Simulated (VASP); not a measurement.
# MgO (e600) (Fm-3m) in VASP: single point with PBE

Aim: the single point of MgO (e600) with PBE.

All numbers are computed with VASP 6.6.1; they aren't measurements. Logs are shortened: lines on timing, memory, paths and dates and some standing lists are left out, and cuts for length are marked.

## (1) The cell of the first run

The structure is cubic, space group Fm-3m (No. 225). Conventional cell: a = 4.156 Å, b = 4.156 Å, c = 4.156 Å, α = 90.00°, β = 90.00°, γ = 90.00°. Mg (site symmetry m-3m) has 6 O at 2.08 Å within 2.8 Å. O (site symmetry m-3m) has 6 Mg at 2.08 Å within 2.8 Å.

## (2) Single point, PBE

The input, INCAR:

```
  ALGO = Normal
  EDIFF = 1E-6
  ENCUT = 600
  GGA = PE
  GGA_COMPAT = F
  ISIF = 2
  ISMEAR = 0
  LASPH = T
  LCHARG = F
  LREAL = F
  LWAVE = F
  NBANDS = 11
  NELM = 120
  PREC = Accurate
  SIGMA = 0.02
```

The input, KPOINTS:

```
k-points
0
Gamma
  10 10 10
```

The input, POSCAR:

```
MgO
1.0
    0.0000000000      2.0781683242      2.0781683242
    2.0781683242      0.0000000000      2.0781683242
    2.0781683242      2.0781683242      0.0000000000
Mg O
1 1
Direct
    0.0000000000      0.0000000000      0.0000000000
    0.5000000000      0.5000000000      0.5000000000
```

Potentials or basis: VASP PAW PBE potentials, release 64 (Mg, O).

Started as:

```bash
cat potpaw_PBE.64/Mg/POTCAR potpaw_PBE.64/O/POTCAR > POTCAR
mpirun -np 1 vasp_std > vasp.out
```

OUTCAR:

```text
EDIFF = 1E-6
   ENCUT = 600
   GGA = PE
   ISIF = 2
   ISMEAR = 0
   LASPH = T
   LREAL = F
   NELM = 120
   PREC = Accurate

 ion  position               nearest neighbor table
   1  0.000  0.000  0.000-   2 2.08   2 2.08   2 2.08   2 2.08   2 2.08   2 2.08
   2  0.500  0.500  0.500-   1 2.08   1 2.08   1 2.08   1 2.08   1 2.08   1 2.08

  LATTYP: Found a face centered cubic cell.
 ALAT       =     4.1563366484

  Lattice vectors:

 A1 = (   0.0000000000,   2.0781683242,   2.0781683242)
 A2 = (   2.0781683242,   0.0000000000,   2.0781683242)
 A3 = (   2.0781683242,   2.0781683242,   0.0000000000)

Analysis of symmetry for initial positions (statically):
=====================================================================
 Subroutine PRICEL returns:
 Original cell was already a primitive cell.

 Routine SETGRP: Setting up the symmetry group for a
 face centered cubic supercell.

 Subroutine GETGRP returns: Found 48 space group operations
 (whereof 48 operations were pure point group operations)
 out of a pool of 48 trial point group operations.

The static configuration has the point symmetry O_h .

Analysis of symmetry for dynamics (positions and initial velocities):
=====================================================================
 Subroutine PRICEL returns:
 Original cell was already a primitive cell.

 Routine SETGRP: Setting up the symmetry group for a
 face centered cubic supercell.

 Subroutine GETGRP returns: Found 48 space group operations
 (whereof 48 operations were pure point group operations)
 out of a pool of 48 trial point group operations.

The dynamic configuration has the point symmetry O_h .

 Subroutine INISYM returns: Found 48 space group operations
 (whereof 48 operations are pure point group operations),
 and found     1 'primitive' translations

----------------------------------------------------------------------------------------

                                     Primitive cell

  volume of cell :      17.9503

  direct lattice vectors                    reciprocal lattice vectors
     0.000000000  2.078168324  2.078168324    -0.240596488  0.240596488  0.240596488
     2.078168324  0.000000000  2.078168324     0.240596488 -0.240596488  0.240596488
     2.078168324  2.078168324  0.000000000     0.240596488  0.240596488 -0.240596488

  length of vectors
     2.938973829  2.938973829  2.938973829     0.416725341  0.416725341  0.416725341

  position of ions in fractional coordinates (direct lattice)
     0.000000000  0.000000000  0.000000000
     0.500000000  0.500000000  0.500000000

  ion indices of the primitive-cell ions
   primitive index   ion index
                 1           1
                 2           2

----------------------------------------------------------------------------------------

 KPOINTS: k-points

Automatic generation of k-mesh.
 Grid dimensions read from file:
 generate k-points for:   10   10   10

 Generating k-lattice:

  Cartesian coordinates                     Fractional coordinates (reciprocal lattice)
    -0.024059649  0.024059649  0.024059649     0.100000000  0.000000000  0.000000000
     0.024059649 -0.024059649  0.024059649     0.000000000  0.100000000  0.000000000
     0.024059649  0.024059649 -0.024059649     0.000000000  0.000000000  0.100000000

  Length of vectors
     0.041672534  0.041672534  0.041672534

  Shift w.r.t. Gamma in fractional coordinates (k-lattice)
     0.000000000  0.000000000  0.000000000

 Subroutine IBZKPT returns following result:
 ===========================================

 Found     47 irreducible k-points:

 Following reciprocal coordinates:
            Coordinates               Weight
  0.000000  0.000000  0.000000      1.000000
  0.100000  0.000000  0.000000      8.000000
  0.200000  0.000000  0.000000      8.000000
  0.300000  0.000000  0.000000      8.000000
  0.400000  0.000000  0.000000      8.000000
  0.500000  0.000000  0.000000      4.000000
[... 16 lines left out ...]
  0.300000  0.300000  0.000000      6.000000
  0.400000  0.300000  0.000000     24.000000
 [... further k-points ...]
   k-points           NKPTS =     47   k-points in BZ     NKDIM =     47   number of bands    NBANDS=     11
   number of dos      NEDOS =    301   number of ions     NIONS =      2
   total plane-waves  NPLWV =  13824
   dimension x,y,z NGX =    24 NGY =   24 NGZ =   24
   dimension x,y,z NGXF=    48 NGYF=   48 NGZF=   48
   ions per type =               1   1
   NGX,Y,Z   is equivalent  to a cutoff of  13.58, 13.58, 13.58 a.u.
   NGXF,Y,Z  is equivalent  to a cutoff of  27.15, 27.15, 27.15 a.u.
 SYSTEM =  unknown system
   PREC   = accura    normal or accurate (medium, high low for compatibility)
   ISTART =      0    job   : 0-new  1-cont  2-samecut
   ICHARG =      2    charge: 1-file 2-atom 10-const
   ISPIN  =      1    spin polarized calculation?
   LNONCOLLINEAR =      F non collinear calculations
   LSORBIT =      F    spin-orbit coupling
   LASPH  =      T    aspherical Exc in radial PAW
   ENCUT  =  600.0 eV  44.10 Ry    6.64 a.u.   5.87  5.87  5.87*2*pi/ulx,y,z
   NELM   =    120;   NELMIN=  2; NELMDL= -5     # of ELM steps
   EDIFF  = 0.1E-05   stopping-criterion for ELM
   LREAL  =      F    real-space projection
   EDIFFG = 0.1E-04   stopping-criterion for IOM
   NSW    =      0    number of steps for IOM
   IBRION =     -1    ionic relax: 0-MD 1-quasi-New 2-CG
   NFREE  =      0    steps in history (QN), initial steepest desc. (CG)
   ISIF   =      2    stress and relaxation
   ISYM   =      2    0-nonsym 1-usesym 2-fastsym
   POTIM  = 0.5000    time-step for ionic-motion
   TEBEG  =    0.0;   TEEND  =   0.0 temperature during run
   PSTRESS=    0.0 pullay stress
   NELECT =       8.0000    total number of electrons
   NUPDOWN=      -1.0000    fix difference up-down
   EMIN   =  10.00;   EMAX   =-10.00  energy-range for DOS
   EFERMI =   0.00;   METHOD = LEGACY
   ISMEAR =     0;   SIGMA  =   0.02  broadening in eV -4-tet -1-fermi 0-gaus
   EFERMI_NEDOS =   21; number of points for ismear=-14 and -15
   IALGO  =     38    algorithm
   IMIX   =      4    mixing-type and parameters
     AMIX     =   0.40;   BMIX     =  1.00
     AMIX_MAG =   1.60;   BMIX_MAG =  1.00
  volume/ion in A,a.u.               =       8.98        60.57
  Fermi-wavevector in a.u.,A,eV,Ry     =   1.250492  2.363086 21.275827  1.563729
  Thomas-Fermi vector in A             =   2.384483
   LORBIT       =      0    0 simple, 1 ext, 2 COOP (PROOUT), +10 PAW based schemes
   GGA     = PE    functional components
   LHFCALC =     F    Hartree Fock is set to
   AEXX    =    0.0000 exact exchange contribution
   IVDW    =     0    specifies the selected vdW correction
   LEPSILON=     F    determine dielectric tensor
   LRPA    =     F    only Hartree local field effects (RPA)
 non-spin polarized calculation
 Gauss-broadening in eV      SIGMA  =   0.02
  energy-cutoff  :      600.00
  volume of cell :       17.95
 maximum number of plane-waves:       612
   NGX = 11   NGY = 11   NGZ = 11

 number of electron       8.0000000 magnetization

 Free energy of the ion-electron system (eV)
  ---------------------------------------------------
  ext. energy  EPLUGINS =         0.00000000
  ---------------------------------------------------
  free energy    TOTEN  =       -11.87407851 eV

  energy without entropy =      -11.87407851  energy(sigma->0) =      -11.87407851

 E-fermi :   3.5716     XC(G=0): -11.2691

 val. band max:        3.4912144501   @ k =   0.0000   0.0000   0.0000
 cond. band min:       8.6181451448   @ k =   0.0000   0.0000   0.0000
 fundamental gap:      5.1269306947
 Fermi energy:         3.5715792682

 k-point     1 :       0.0000    0.0000    0.0000
  band No.  band energies     occupation
      1     -13.9810      2.00000
      2       3.4912      2.00000
      3       3.4912      2.00000
      4       3.4912      2.00000
      5       8.6181      0.00000
      6      19.5197      0.00000
      7      19.5197      0.00000
      8      19.5198      0.00000
      9      23.5421      0.00000
     10      25.3647      0.00000
     11      25.3647      0.00000

 k-point     2 :       0.1000    0.0000    0.0000
  band No.  band energies     occupation
      1     -13.8679      2.00000
      2       2.8321      2.00000
      3       3.4190      2.00000
      4       3.4190      2.00000
      5       9.2420      0.00000
      6      18.2586      0.00000
      7      19.7751      0.00000
      8      19.7751      0.00000
      9      24.6932      0.00000
     10      24.6932      0.00000
     11      25.2740      0.00000

 k-point     3 :       0.2000    0.0000    0.0000
  band No.  band energies     occupation
      1     -13.5560      2.00000
      2       1.4713      2.00000
      3       3.2357      2.00000
      4       3.2357      2.00000
      5      10.4324      0.00000
      6      16.7581      0.00000
      7      20.3104      0.00000
      8      20.3104      0.00000
      9      24.0170      0.00000
     10      24.0170      0.00000
     11      26.4072      0.00000

 k-point     4 :       0.3000    0.0000    0.0000
  band No.  band energies     occupation
      1     -13.1330      2.00000
      2       0.0915      2.00000
      3       3.0202      2.00000
      4       3.0202      2.00000
      5      11.3268      0.00000
      6      16.1501      0.00000
      7      20.5009      0.00000
      8      20.5009      0.00000
      9      24.4547      0.00000
     10      24.4547      0.00000
     11      25.8057      0.00000
[... 239 lines left out ...]
 k-point    22 :      -0.2000    0.2000    0.0000
  band No.  band energies     occupation
      1     -13.0079      2.00000
      2       0.2974      2.00000
      3       2.0913      2.00000
      4       3.0136      2.00000
      5      12.3339      0.00000
      6      15.6186      0.00000
      7      19.0631      0.00000
      8      21.7791      0.00000
      9      22.2710      0.00000
     10      25.3346      0.00000
     11      29.0482      0.00000

 k-point    23 :       0.3000    0.3000    0.0000
  band No.  band energies     occupation
      1     -12.9176      2.00000
      2       0.2335      2.00000
      3       2.5131      2.00000
      4       2.5131      2.00000
      5      12.7755      0.00000
      6      14.0074      0.00000
      7      18.3713      0.00000
      8      21.9208      0.00000
      9      21.9208      0.00000
     10      28.0915      0.00000
     11      31.7055      0.00000

 k-point    24 :       0.4000    0.3000    0.0000
  band No.  band energies     occupation
      1     -12.6504      2.00000
      2      -0.2157      2.00000
      3       2.1301      2.00000
      4       2.3589      2.00000
      5      13.4153      0.00000
      6      13.8530      0.00000
      7      17.5281      0.00000
      8      22.2036      0.00000
      9      22.4175      0.00000
     10      28.8773      0.00000
     11      31.2858      0.00000

 [... further k-points ...]
[... 5 lines left out ...]
  --------------------------------------------------------------------------------------
  -------------------------------------------------------------------------------------
  Total        1.2297291      1.2297291      1.2297291     -0.0000000     -0.0000000     -0.0000000
  in kB      109.7609561    109.7609561    109.7609561     -0.0000000     -0.0000000     -0.0000000
  external PRESSURE =     109.7609561 kB  Pullay stress =       0.0000000 kB

 VOLUME and BASIS-vectors are now :
 -----------------------------------------------------------------------------
  energy-cutoff  :      600.00
  volume of cell :       17.95
      direct lattice vectors                 reciprocal lattice vectors
     0.000000000  2.078168324  2.078168324    -0.240596488  0.240596488  0.240596488
     2.078168324  0.000000000  2.078168324     0.240596488 -0.240596488  0.240596488
     2.078168324  2.078168324  0.000000000     0.240596488  0.240596488 -0.240596488

 POSITION                                       TOTAL-FORCE (eV/Angst)
 -----------------------------------------------------------------------------------
      0.00000      0.00000      0.00000         0.000000      0.000000      0.000000
      2.07817      2.07817      2.07817        -0.000000     -0.000000     -0.000000
 -----------------------------------------------------------------------------------
    total drift:                               -0.000000     -0.000000      0.000000

  FREE ENERGIE OF THE ION-ELECTRON SYSTEM (eV)
  ---------------------------------------------------
  free  energy   TOTEN  =       -11.8740785076 eV

  energy  without entropy=      -11.8740785076  energy(sigma->0) =      -11.87407851
```

Run time: 6.6 s. Hardware: 1 thread of AMD EPYC 9R45 (Zen 5), shared host; peak memory 0.11 GiB.

Results:

| Quantity | Value |
| --- | --- |
| Free energy | -11.8741 eV |
| Pressure | 11.0 GPa |
| Band gap on the k mesh | 5.13 eV, direct |

Expect the measured gap to be larger: semilocal functionals such as PBE lack the derivative discontinuity.
